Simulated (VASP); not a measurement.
# SrTiO3 (P4/mmm) in VASP: dielectric tensor with r2SCAN

Aim: the dielectric tensor of SrTiO3 with r2SCAN.

Program: VASP 6.6.1. These are calculated values, not measurements. Logs are shortened: lines on timing, memory, paths and dates and some standing lists are left out, and cuts for length are marked.

### 1 The cell of the first run

The structure is tetragonal, space group P4/mmm (No. 123). The conventional cell has a = 3.751 Å, b = 3.751 Å, c = 4.015 Å, α = 90.00°, β = 90.00°, γ = 90.00°. Sr (site symmetry 4/mmm) has 12 O at 2.65 to 2.75 Å and 8 Ti at 3.33 Å within 3.5 Å. Within 2.5 Å of Ti (site symmetry 4/mmm) lie 6 O at 1.88 to 2.01 Å. O (site symmetry 4/mmm) has 2 Ti at 2.01 Å and 4 Sr at 2.65 Å and 8 O at 2.75 Å within 2.8 Å. O (site symmetry mmm) has 2 Ti at 1.88 Å within 2.5 Å.

### 2 Dielectric tensor, r2SCAN (epitaxial xy strain -4.0%)

File INCAR:

```
ALGO     = Normal         # electronic algorithm
EDIFF    = 1E-8           # SCF threshold, eV
ENCUT    = 520            # plane-wave cutoff, eV
ISIF     = 2              # what is computed and relaxed
ISMEAR   = 0              # smearing method
LASPH    = True           # aspherical terms in the spheres
LCALCEPS = True         
LCHARG   = False          # write CHGCAR
LMIXTAU  = True         
LREAL    = False          # projectors in reciprocal space
LWAVE    = False          # write WAVECAR
METAGGA  = R2SCAN         # meta-GGA
NELM     = 60             # most SCF steps
PREC     = Accurate       # precision mode
SIGMA    = 0.01           # smearing width, eV
```

File KPOINTS:

```
k-points
0
Gamma
  6 6 6
```

File POSCAR:

```
SrTiO3
1.0
    3.7505774415      0.0000000000      0.0000000000
    0.0000000000      3.7505774415      0.0000000000
    0.0000000000      0.0000000000      4.0148913647
Sr Ti O
1 1 3
Direct
    0.0000000000      0.0000000000      0.0000000000
    0.5000000000      0.5000000000      0.5000000000
    0.5000000000      0.5000000000      0.0000000000
    0.5000000000      0.0000000000      0.5000000000
    0.0000000000      0.5000000000      0.5000000000
```

Potentials or basis: VASP PAW PBE potentials, release 64 (Sr_sv, Ti_sv, O).

On the command line:

```sh
cat potpaw_PBE.64/Sr_sv/POTCAR potpaw_PBE.64/Ti_sv/POTCAR potpaw_PBE.64/O/POTCAR > POTCAR
mpirun -np 1 vasp_std > vasp.out
```

OUTCAR:

```text
EDIFF = 1E-8
   ENCUT = 520
   ISIF = 2
   ISMEAR = 0
   LASPH = True
   LREAL = False
   METAGGA = R2SCAN
   NELM = 60
   PREC = Accurate

 ion  position               nearest neighbor table
   1  0.000  0.000  0.000-   3 2.65   3 2.65   3 2.65   3 2.65   5 2.75   4 2.75   5 2.75   5 2.75
                             5 2.75   4 2.75   4 2.75   4 2.75   2 3.33   2 3.33   2 3.33   2 3.33
   2  0.500  0.500  0.500-   4 1.88   5 1.88   4 1.88   5 1.88   3 2.01   3 2.01   1 3.33   1 3.33
                             1 3.33   1 3.33   1 3.33   1 3.33   1 3.33   1 3.33
   3  0.500  0.500  0.000-   2 2.01   2 2.01   1 2.65   1 2.65   1 2.65   1 2.65
   4  0.500  0.000  0.500-   2 1.88   2 1.88   1 2.75   1 2.75   1 2.75   1 2.75
   5  0.000  0.500  0.500-   2 1.88   2 1.88   1 2.75   1 2.75   1 2.75   1 2.75

  LATTYP: Found a simple tetragonal cell.
 ALAT       =     3.7505774415
 C/A-ratio  =     1.0704728611

  Lattice vectors:

 A1 = (   3.7505774415,   0.0000000000,   0.0000000000)
 A2 = (   0.0000000000,   3.7505774415,   0.0000000000)
 A3 = (   0.0000000000,   0.0000000000,   4.0148913647)

Analysis of symmetry for initial positions (statically):
=====================================================================
 Subroutine PRICEL returns:
 Original cell was already a primitive cell.

 Routine SETGRP: Setting up the symmetry group for a
 simple tetragonal supercell.

 Subroutine GETGRP returns: Found 16 space group operations
 (whereof 16 operations were pure point group operations)
 out of a pool of 16 trial point group operations.

The static configuration has the point symmetry D_4h.

Analysis of symmetry for dynamics (positions and initial velocities):
=====================================================================
 Subroutine PRICEL returns:
 Original cell was already a primitive cell.

 Routine SETGRP: Setting up the symmetry group for a
 simple tetragonal supercell.

 Subroutine GETGRP returns: Found 16 space group operations
 (whereof 16 operations were pure point group operations)
 out of a pool of 16 trial point group operations.

The dynamic configuration has the point symmetry D_4h.

 Subroutine INISYM returns: Found 16 space group operations
 (whereof 16 operations are pure point group operations),
 and found     1 'primitive' translations

----------------------------------------------------------------------------------------

[... 159 lines left out ...]
 k-point     1 :       0.0000    0.0000    0.0000
  band No.  band energies     occupation
      1     -54.1133      2.00000
      2     -29.4135      2.00000
      3     -29.3854      2.00000
      4     -29.3854      2.00000
      5     -29.3074      2.00000
      6     -14.3934      2.00000
[... 637 lines left out ...]
     23   10000.0000      0.00000
     24   10000.0000      0.00000

 [... further k-points ...]

------------------------ aborting loop because EDIFF is reached ----------------------------------------

            Ionic dipole moment: p[ion]=(   -45.00693   -45.00693   -48.17870 ) |e| Angst

 Total electronic dipole moment: p[elc]=(     0.00000     0.00000     0.01343 ) |e| Angst

 MACROSCOPIC STATIC DIELECTRIC TENSOR (including local field effects)
 ------------------------------------------------------
           5.614423     0.000000    -0.000000
           0.000000     5.614423     0.000000
           0.000000    -0.000000     5.303842
 ------------------------------------------------------

 PIEZOELECTRIC TENSOR (including local field effects) (e Angst)
          XX          YY          ZZ          XY          YZ          ZX
  --------------------------------------------------------------------------------
  x     0.00000     0.00000     0.00000     0.00000     0.00000     0.00000
  y     0.00000     0.00000     0.00000     0.00000     0.00000     0.00000
  z     0.00000     0.00000     0.00000     0.00000     0.00000     0.00000

 PIEZOELECTRIC TENSOR (including local field effects) (C/m^2)
          XX          YY          ZZ          XY          YZ          ZX
  --------------------------------------------------------------------------------
  x     0.00000     0.00000     0.00000     0.00000     0.00000     0.00000
  y     0.00000     0.00000     0.00000     0.00000     0.00000     0.00000
  z     0.00000     0.00000     0.00000     0.00000     0.00000     0.00000

 BORN EFFECTIVE CHARGES (including local field effects) (in |e|, cummulative output)
 ---------------------------------------------------------------------------------
 ion    1
    1     2.53572     0.00000     0.00000
    2     0.00000     2.53572     0.00000
    3     0.00000    -0.00000     2.51478
 ion    2
    1     7.44687     0.00000     0.00000
    2     0.00000     7.44687     0.00000
    3     0.00000     0.00000     6.27752
 ion    3
    1    -2.09500     0.00000     0.00000
    2     0.00000    -2.09500     0.00000
    3     0.00000     0.00000    -4.92743
 ion    4
    1    -1.95505     0.00000     0.00000
    2     0.00000    -5.93255     0.00000
    3     0.00000     0.00000    -1.93243
 ion    5
    1    -5.93255     0.00000     0.00000
    2     0.00000    -1.95505     0.00000
    3     0.00000     0.00000    -1.93243

  FORCE on cell =-STRESS in cart. coord.  units (eV):
  Direction    XX          YY          ZZ          XY          YZ          ZX
  --------------------------------------------------------------------------------------
  -------------------------------------------------------------------------------------
  Total        7.3865724      7.3865724      0.2965423      0.0000000      0.0000000      0.0000000
  in kB      209.5479759    209.5479759      8.4125415      0.0000000      0.0000000      0.0000000
  external PRESSURE =     142.5028311 kB  Pullay stress =       0.0000000 kB

 VOLUME and BASIS-vectors are now :
 -----------------------------------------------------------------------------
  energy-cutoff  :      520.00
  volume of cell :       56.48
      direct lattice vectors                 reciprocal lattice vectors
     3.750577441  0.000000000  0.000000000     0.266625610  0.000000000  0.000000000
     0.000000000  3.750577441  0.000000000     0.000000000  0.266625610  0.000000000
     0.000000000  0.000000000  4.014891365     0.000000000  0.000000000  0.249072742

 POSITION                                       TOTAL-FORCE (eV/Angst)
 -----------------------------------------------------------------------------------
      0.00000      0.00000      0.00000         0.000000      0.000000      0.000000
      1.87529      1.87529      2.00745         0.000000      0.000000      0.000000
      1.87529      1.87529      0.00000         0.000000      0.000000      0.000000
      1.87529      0.00000      2.00745         0.000000      0.000000      0.000000
      0.00000      1.87529      2.00745         0.000000      0.000000      0.000000
 -----------------------------------------------------------------------------------
    total drift:                                0.000000      0.000000      0.000000

  FREE ENERGIE OF THE ION-ELECTRON SYSTEM (eV)
  ---------------------------------------------------
  free  energy   TOTEN  =       -63.0313364612 eV

  energy  without entropy=      -63.0313364612  energy(sigma->0) =      -63.03133646
```

OSZICAR:

```text
N       E                     dE             d eps       ncg     rms          rms(c)
DAV:   1     0.441085044433E+03    0.44109E+03   -0.22642E+04  1920   0.191E+03
[... 13 lines left out ...]
DMP:  12    -0.630313362407E+02   -0.16040E-06   -0.10956E-06   960   0.107E-06   0.321E-06
DMP:  13    -0.630313363331E+02   -0.92380E-07   -0.64855E-07   960   0.642E-07   0.188E-06
DMP:  14    -0.630313363884E+02   -0.55339E-07   -0.38824E-07   960   0.374E-07   0.115E-06
DMP:  15    -0.630313364216E+02   -0.33176E-07   -0.22927E-07   960   0.216E-07   0.687E-07
DMP:  16    -0.630313364413E+02   -0.19689E-07   -0.13996E-07   960   0.134E-07   0.416E-07
DMP:  17    -0.630313364536E+02   -0.12293E-07   -0.88111E-08   960   0.845E-08   0.261E-07
DMP:  18    -0.630313364612E+02   -0.76807E-08   -0.56030E-08   960   0.530E-08   0.168E-07
   1 F= -.63031336E+02 E0= -.63031336E+02  d E =-.189685-161
```

stdout:

```text
POSCAR found type information on POSCAR SrTiO
 POSCAR found :  3 types and       5 ions
 scaLAPACK will be used
 -----------------------------------------------------------------------------
[... 111 lines left out ...]
 p_tot=( -0.450E+02 -0.450E+02 -0.482E+02 )
dp_tot=(  0.188E-06  0.132E-01 -0.695E-10 )  diag[e(oo)]=(    ---    5.21674    ---   )
 p_tot=( -0.450E+02 -0.450E+02 -0.482E+02 )
dp_tot=(  0.195E-06  0.136E-01 -0.739E-10 )  diag[e(oo)]=(    ---    5.35000    ---   )
 p_tot=( -0.450E+02 -0.450E+02 -0.482E+02 )
dp_tot=(  0.199E-06  0.139E-01 -0.775E-10 )  diag[e(oo)]=(    ---    5.45049    ---   )
 p_tot=( -0.450E+02 -0.450E+02 -0.482E+02 )
dp_tot=(  0.200E-06  0.141E-01 -0.805E-10 )  dia
```

It took 1.6 h on 1 thread of Oxide Virtual Turin-like, shared host; peak memory 0.43 GiB.

Results:

- Band gap on the k mesh: 2.24 eV (least direct gap 2.68 eV)
- Electronic dielectric tensor (diagonal): 5.61, 5.61, 5.30
- Born charges (mean of the diagonal): Sr +2.53; Ti +7.06; O -3.04, -3.27 (each value once) e

Electronic dielectric tensor:
```
5.61 0.00 0.00
0.00 5.61 0.00
0.00 0.00 5.30
```

Born effective charge tensors (e):
atom 1, Sr
```
2.54 0.00 0.00
0.00 2.54 0.00
0.00 0.00 2.51
```
atom 2, Ti
```
7.45 0.00 0.00
0.00 7.45 0.00
0.00 0.00 6.28
```
atom 3, O
```
-2.10  0.00  0.00
 0.00 -2.10  0.00
 0.00  0.00 -4.93
```
atom 4, O
```
-1.96  0.00  0.00
 0.00 -5.93  0.00
 0.00  0.00 -1.93
```
atom 5, O
```
-5.93  0.00  0.00
 0.00 -1.96  0.00
 0.00  0.00 -1.93
```

Dipole moments of the cell (e·Å, modulo the quantum): ionic -45.007, -45.007, -48.179; electronic 0.000, 0.000, 0.013

Caveat: the cell differs from its parent crystal (epitaxial xy strain -4.0%); the PAW data sets were made with another functional, which shifts forces and pressure a little.
